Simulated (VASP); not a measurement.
# Rb (Pm-3m) in VASP: single point with LDA

Aim: the single point of Rb with LDA.

All numbers are computed with VASP 6.6.1; they aren't measurements. Logs are shortened: lines on timing, memory, paths and dates and some standing lists are left out, and cuts for length are marked.

### 1 The cell of the first run

Symmetry: Pm-3m, No. 221, cubic system. Conventional cell: a = 4.375 Å, b = 4.375 Å, c = 4.375 Å, α = 90.00°, β = 90.00°, γ = 90.00°. Rb (site symmetry m-3m) has 6 Rb at 4.37 Å within 5.7 Å.

This isn't the form of Rb at room conditions, which is bcc.

### 2 Single point, LDA

POSCAR reads:

```
Rb
1.0
    4.3745061538      0.0000000000      0.0000000000
    0.0000000000      4.3745061538      0.0000000000
    0.0000000000      0.0000000000      4.3745061538
Rb
1
Direct
    0.0000000000      0.0000000000      0.0000000000
```

INCAR.step1 reads:

```
ALGO = Normal
EDIFF = 1E-6
ENCUT = 520
GGA = CA
ISIF = 2
ISMEAR = -1
LASPH = True
LCHARG = True
LREAL = False
LWAVE = False
NBANDS = 10
NELM = 100
PREC = Accurate
SIGMA = 0.05
```

KPOINTS.step1 reads:

```
k-points
0
Gamma
  10 10 10
```

INCAR.step2 reads:

```
ALGO = Normal
EDIFF = 1E-6
ENCUT = 520
GGA = CA
ICHARG = 11
ISIF = 2
ISMEAR = -5
LASPH = True
LCHARG = False
LORBIT = 11
LREAL = False
LWAVE = False
NBANDS = 10
NEDOS = 1001
NELM = 100
PREC = Accurate
SIGMA = 0.05
```

KPOINTS.step2 reads:

```
k-points
0
Gamma
  15 15 15
```

Potentials or basis: VASP PAW LDA potentials, release 64 (Rb_sv).

Run with:

```bash
cat potpaw_LDA.64/Rb_sv/POTCAR > POTCAR
cp INCAR.step1 INCAR
cp KPOINTS.step1 KPOINTS
mpirun -np 1 vasp_std > vasp.out
cp INCAR.step2 INCAR
cp KPOINTS.step2 KPOINTS
mpirun -np 1 vasp_std > vasp.out
```

OUTCAR:

```text
EDIFF = 1E-6
   ENCUT = 520
   GGA = CA
   ICHARG = 11
   ISIF = 2
   ISMEAR = -5
   LASPH = True
   LORBIT = 11
   LREAL = False
   NELM = 100
   PREC = Accurate

 ion  position               nearest neighbor table
   1  0.000  0.000  0.000-

  LATTYP: Found a simple cubic cell.
 ALAT       =     4.3745061538

  Lattice vectors:

 A1 = (   4.3745061538,   0.0000000000,   0.0000000000)
 A2 = (   0.0000000000,   4.3745061538,   0.0000000000)
 A3 = (   0.0000000000,   0.0000000000,   4.3745061538)

Analysis of symmetry for initial positions (statically):
=====================================================================
 Subroutine PRICEL returns:
 Original cell was already a primitive cell.

 Routine SETGRP: Setting up the symmetry group for a
 simple cubic supercell.

 Subroutine GETGRP returns: Found 48 space group operations
 (whereof 48 operations were pure point group operations)
 out of a pool of 48 trial point group operations.

The static configuration has the point symmetry O_h .

Analysis of symmetry for dynamics (positions and initial velocities):
=====================================================================
 Subroutine PRICEL returns:
 Original cell was already a primitive cell.

 Routine SETGRP: Setting up the symmetry group for a
 simple cubic supercell.

 Subroutine GETGRP returns: Found 48 space group operations
 (whereof 48 operations were pure point group operations)
 out of a pool of 48 trial point group operations.

The dynamic configuration has the point symmetry O_h .

 Subroutine INISYM returns: Found 48 space group operations
 (whereof 48 operations are pure point group operations),
 and found     1 'primitive' translations

----------------------------------------------------------------------------------------

                                     Primitive cell

  volume of cell :      83.7119

  direct lattice vectors                    reciprocal lattice vectors
     4.374506154  0.000000000  0.000000000     0.228597232  0.000000000  0.000000000
     0.000000000  4.374506154  0.000000000     0.000000000  0.228597232  0.000000000
     0.000000000  0.000000000  4.374506154     0.000000000  0.000000000  0.228597232

  length of vectors
     4.374506154  4.374506154  4.374506154     0.228597232  0.228597232  0.228597232

  position of ions in fractional coordinates (direct lattice)
     0.000000000  0.000000000  0.000000000

  ion indices of the primitive-cell ions
   primitive index   ion index
                 1           1

----------------------------------------------------------------------------------------

 KPOINTS: k-points

Automatic generation of k-mesh.
 Grid dimensions read from file:
 generate k-points for:   15   15   15

 Generating k-lattice:

  Cartesian coordinates                     Fractional coordinates (reciprocal lattice)
     0.015239815  0.000000000  0.000000000     0.066666667  0.000000000  0.000000000
     0.000000000  0.015239815  0.000000000     0.000000000  0.066666667  0.000000000
     0.000000000  0.000000000  0.015239815     0.000000000  0.000000000  0.066666667

  Length of vectors
     0.015239815  0.015239815  0.015239815

  Shift w.r.t. Gamma in fractional coordinates (k-lattice)
     0.000000000  0.000000000  0.000000000

 TETIRR: Found   1667 inequivalent tetrahedra from    20250

 Subroutine IBZKPT returns following result:
 ===========================================

 Found    120 irreducible k-points:

 Following reciprocal coordinates:
            Coordinates               Weight
  0.000000  0.000000  0.000000      1.000000
  0.066667  0.000000  0.000000      6.000000
  0.133333  0.000000  0.000000      6.000000
  0.200000  0.000000  0.000000      6.000000
  0.266667  0.000000  0.000000      6.000000
  0.333333  0.000000  0.000000      6.000000
[... 16 lines left out ...]
  0.266667  0.200000  0.000000     24.000000
  0.333333  0.200000  0.000000     24.000000
 [... further k-points ...]
   k-points           NKPTS =    120   k-points in BZ     NKDIM =    120   number of bands    NBANDS=     10
   number of dos      NEDOS =   1001   number of ions     NIONS =      1
   total plane-waves  NPLWV =  46656
   dimension x,y,z NGX =    36 NGY =   36 NGZ =   36
   dimension x,y,z NGXF=    72 NGYF=   72 NGZF=   72
   ions per type =               1
   NGX,Y,Z   is equivalent  to a cutoff of  13.68, 13.68, 13.68 a.u.
   NGXF,Y,Z  is equivalent  to a cutoff of  27.36, 27.36, 27.36 a.u.
 SYSTEM =  unknown system
   PREC   = accura    normal or accurate (medium, high low for compatibility)
   ISTART =      0    job   : 0-new  1-cont  2-samecut
   ICHARG =     11    charge: 1-file 2-atom 10-const
   ISPIN  =      1    spin polarized calculation?
   LNONCOLLINEAR =      F non collinear calculations
   LSORBIT =      F    spin-orbit coupling
   LASPH  =      T    aspherical Exc in radial PAW
   ENCUT  =  520.0 eV  38.22 Ry    6.18 a.u.   8.13  8.13  8.13*2*pi/ulx,y,z
   NELM   =    100;   NELMIN=  2; NELMDL=  0     # of ELM steps
   EDIFF  = 0.1E-05   stopping-criterion for ELM
   LREAL  =      F    real-space projection
   EDIFFG = 0.1E-04   stopping-criterion for IOM
   NSW    =      0    number of steps for IOM
   IBRION =     -1    ionic relax: 0-MD 1-quasi-New 2-CG
   NFREE  =      0    steps in history (QN), initial steepest desc. (CG)
   ISIF   =      2    stress and relaxation
   ISYM   =      2    0-nonsym 1-usesym 2-fastsym
   POTIM  = 0.5000    time-step for ionic-motion
   TEBEG  =    0.0;   TEEND  =   0.0 temperature during run
   PSTRESS=    0.0 pullay stress
   NELECT =       9.0000    total number of electrons
   NUPDOWN=      -1.0000    fix difference up-down
   EMIN   =  10.00;   EMAX   =-10.00  energy-range for DOS
   EFERMI =   0.00;   METHOD = LEGACY
   ISMEAR =    -5;   SIGMA  =   0.05  broadening in eV -4-tet -1-fermi 0-gaus
   EFERMI_NEDOS =   21; number of points for ismear=-14 and -15
   IALGO  =     38    algorithm
   IMIX   =      4    mixing-type and parameters
     AMIX     =   0.40;   BMIX     =  1.00
     AMIX_MAG =   1.60;   BMIX_MAG =  1.00
  volume/ion in A,a.u.               =      83.71       564.92
  Fermi-wavevector in a.u.,A,eV,Ry     =   0.778443  1.471043  8.244763  0.605973
  Thomas-Fermi vector in A             =   1.881340
   LORBIT       =     11    0 simple, 1 ext, 2 COOP (PROOUT), +10 PAW based schemes
   GGA     = CA    functional components
   LHFCALC =     F    Hartree Fock is set to
   AEXX    =    0.0000 exact exchange contribution
   IVDW    =     0    specifies the selected vdW correction
   LEPSILON=     F    determine dielectric tensor
   LRPA    =     F    only Hartree local field effects (RPA)
 non-spin polarized calculation
 Fermi weights with tetrahedron method with Bloechl corrections
  energy-cutoff  :      520.00
  volume of cell :       83.71
 maximum number of plane-waves:      2301
 NGX is ok and might be reduce to    36

 number of electron       9.0000000 magnetization

 Free energy of the ion-electron system (eV)
  ---------------------------------------------------
  ext. energy  EPLUGINS =         0.00000000
  ---------------------------------------------------
  free energy    TOTEN  =        -0.96140041 eV

  energy without entropy =       -0.96140041  energy(sigma->0) =       -0.96140041

 E-fermi :   0.0059     XC(G=0):  -5.8773

 val. band max:       -0.0201344959   @ k =   0.4000   0.2667   0.0667
 cond. band min:       0.0179485989   @ k =   0.3333   0.3333   0.1333
 fundamental gap:      0.0380830948
 Fermi energy:         0.0059272449

 k-point     1 :       0.0000    0.0000    0.0000
  band No.  band energies     occupation
      1     -28.9027      2.00000
      2     -12.9646      2.00000
      3     -12.9646      2.00000
      4     -12.9646      2.00000
      5      -2.0956      2.00000
      6       2.2300      0.00000
      7       2.2300      0.00000
      8       6.1690      0.00000
      9       6.1849      0.00000
     10       6.2255      0.00000

 k-point     2 :       0.0667    0.0000    0.0000
  band No.  band energies     occupation
      1     -28.9023      2.00000
      2     -12.9739      2.00000
      3     -12.9638      2.00000
      4     -12.9638      2.00000
      5      -2.0499      2.00000
      6       2.2264      0.00000
      7       2.2508      0.00000
      8       5.8013      0.00000
      9       5.8067      0.00000
     10       6.0981      0.00000

 k-point     3 :       0.1333    0.0000    0.0000
  band No.  band energies     occupation
      1     -28.9011      2.00000
      2     -12.9998      2.00000
      3     -12.9616      2.00000
      4     -12.9616      2.00000
      5      -1.9152      2.00000
      6       2.1912      0.00000
      7       2.3113      0.00000
      8       5.3918      0.00000
      9       5.3918      0.00000
     10       5.7078      0.00000

 k-point     4 :       0.2000    0.0000    0.0000
  band No.  band energies     occupation
      1     -28.8995      2.00000
      2     -13.0376      2.00000
      3     -12.9583      2.00000
      4     -12.9583      2.00000
      5      -1.6981      2.00000
      6       2.0613      0.00000
      7       2.4061      0.00000
      8       5.0238      0.00000
      9       5.0239      0.00000
     10       5.4707      0.00000

 k-point     5 :       0.2667    0.0000    0.0000
  band No.  band energies     occupation
      1     -28.8975      2.00000
      2     -13.0805      2.00000
      3     -12.9546      2.00000
      4     -12.9546      2.00000
      5      -1.4084      2.00000
      6       1.7864      0.00000
      7       2.5248      0.00000
      8       4.7135      0.00000
      9       4.7135      0.00000
     10       5.5079      0.00000

 k-point     6 :       0.3333    0.0000    0.0000
  band No.  band energies     occupation
      1     -28.8957      2.00000
      2     -13.1208      2.00000
      3     -12.9510      2.00000
      4     -12.9510      2.00000
      5      -1.0589      2.00000
      6       1.3864      0.00000
      7       2.6507      0.00000
      8       4.4719      0.00000
      9       4.4719      0.00000
     10       5.8194      0.00000
[... 183 lines left out ...]
 k-point    21 :       0.4667    0.1333    0.0000
  band No.  band energies     occupation
      1     -28.8919      2.00000
      2     -13.1642      2.00000
      3     -12.9801      2.00000
      4     -12.9438      2.00000
      5      -0.1129      1.95618
      6       0.5781      0.00000
      7       2.9048      0.00000
      8       3.7737      0.00000
      9       4.2937      0.00000
     10       5.9202      0.00000

 k-point    22 :       0.2000    0.2000    0.0000
  band No.  band energies     occupation
      1     -28.8963      2.00000
      2     -13.0331      2.00000
      3     -13.0271      2.00000
      4     -12.9522      2.00000
      5      -1.3113      2.00000
      6       2.2621      0.00000
      7       2.2979      0.00000
      8       3.9358      0.00000
      9       4.9576      0.00000
     10       5.5496      0.00000

 k-point    23 :       0.2667    0.2000    0.0000
  band No.  band energies     occupation
      1     -28.8943      2.00000
      2     -13.0724      2.00000
      3     -13.0254      2.00000
      4     -12.9485      2.00000
      5      -1.0301      2.00000
      6       1.9890      0.00000
      7       2.4388      0.00000
      8       3.7721      0.00000
      9       4.7926      0.00000
     10       5.4761      0.00000

 k-point    24 :       0.3333    0.2000    0.0000
  band No.  band energies     occupation
      1     -28.8925      2.00000
      2     -13.1120      2.00000
      3     -13.0212      2.00000
      4     -12.9450      2.00000
      5      -0.6898      2.00000
      6       1.5731      0.00000
      7       2.6151      0.00000
      8       3.6765      0.00000
      9       4.6011      0.00000
     10       5.4963      0.00000

 [... further k-points ...]

------------------------ aborting loop because EDIFF is reached ----------------------------------------

  FORCE on cell =-STRESS in cart. coord.  units (eV):
  Direction    XX          YY          ZZ          XY          YZ          ZX
  --------------------------------------------------------------------------------------
  -------------------------------------------------------------------------------------
  Total        0.0143020      0.0143020      0.0143020     -0.0000000      0.0000000     -0.0000000
  in kB        0.2737294      0.2737294      0.2737294     -0.0000000      0.0000000     -0.0000000
  external PRESSURE =       0.2737294 kB  Pullay stress =       0.0000000 kB

 VOLUME and BASIS-vectors are now :
 -----------------------------------------------------------------------------
  energy-cutoff  :      520.00
  volume of cell :       83.71
      direct lattice vectors                 reciprocal lattice vectors
     4.374506154  0.000000000  0.000000000     0.228597232  0.000000000  0.000000000
     0.000000000  4.374506154  0.000000000     0.000000000  0.228597232  0.000000000
     0.000000000  0.000000000  4.374506154     0.000000000  0.000000000  0.228597232

 POSITION                                       TOTAL-FORCE (eV/Angst)
 -----------------------------------------------------------------------------------
      0.00000      0.00000      0.00000         0.000000      0.000000      0.000000
 -----------------------------------------------------------------------------------
    total drift:                                0.000000      0.000000     -0.000000

  FREE ENERGIE OF THE ION-ELECTRON SYSTEM (eV)
  ---------------------------------------------------
  free  energy   TOTEN  =        -0.9614004058 eV

  energy  without entropy=       -0.9614004058  energy(sigma->0) =       -0.96140041

 total charge

# of ion       s       p       d       tot
------------------------------------------
    1        1.973   5.298   0.007   7.278
```

Run time: 92 s. Hardware: 1 thread of Intel Xeon 8259CL, shared host; peak memory 0.22 GiB.

What came out:

```
Valence electrons inside the program's atomic spheres : Rb 7.28
```

Caveat: tetrahedron occupations give inexact forces and stress in metals.
